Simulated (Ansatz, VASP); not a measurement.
# Two plane-wave programs on Sb

```xyz
1
Lattice="-1.8959 1.8959 1.8959 1.8959 -1.8959 1.8959 1.8959 1.8959 -1.8959" Properties=species:S:1:pos:R:3 pbc="T T T"
Sb    0.0000    0.0000    0.0000
```

Alike in both runs: functional PBE; k mesh 17 × 17 × 17; occupations fermi-dirac, width 0.05 eV; no spin polarisation.

Ansatz relaxed the structure, and its values are those at the end. VASP's run is a single point on that final structure, the one shown.

```csv
,VASP,Ansatz
version,VASP 6.6.1,Ansatz 0.2.0
potentials or method,"VASP PAW PBE potentials, release 64 (Sb)","PAW with Ansatz's default frozen-core files, scalar-relativistic"
plane-wave cutoff (eV),520,420
valence electrons in the cell,5,15
```

|  | VASP | Ansatz | Ansatz less VASP |
| --- | --- | --- | --- |
| pressure (GPa) | -0.1 | 0.0 | +0.14 |

VASP's potentials hold 5 valence electrons a cell and Ansatz's 15, so a difference there can come from the potentials and not from the codes.

Neither program's run includes spin-orbit coupling.
